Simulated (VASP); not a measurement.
Input of a VASP 6.6.1 run:

INCAR

```
SYSTEM = NaF
PREC = Accurate
ENCUT = 520
EDIFF = 1E-6
ISMEAR = 1
SIGMA = 0.05
LREAL = .False.
LASPH = .True.
NELM = 80
ALGO = Normal
ISIF = 2
LWAVE = .False.
LCHARG = .True.
GGA = PE
LELF = .True.
LVHAR = .True.
NBANDS = 22
```

The input KPOINTS:

```
Automatic mesh
0
Gamma
  6 6 4
  0 0 0
```

File POSCAR:

```
NaF
1.0
    3.8680668539      0.0000000000      0.0000000000
   -1.9340334270      3.3498441590      0.0000000000
    0.0000000000      0.0000000000      4.5514116987
Na F
2 2
Direct
    0.3333333333      0.6666666667      0.2500000000
    0.6666666667      0.3333333333      0.7500000000
    0.6666666667      0.3333333333      0.2500000000
    0.3333333333      0.6666666667      0.7500000000
```

Potentials or basis: VASP PAW PBE potentials, release 64 (Na_pv, F).

Launch:

```bash
$ cat potpaw_PBE.64/Na_pv/POTCAR potpaw_PBE.64/F/POTCAR > POTCAR
$ mpirun -np 1 vasp_std > vasp.out
```

(1) What does it give for the band gap on the k mesh?

(2) Predict the pressure.

Answers

(1) 5.68 eV, direct.

(2) 2.5 GPa.
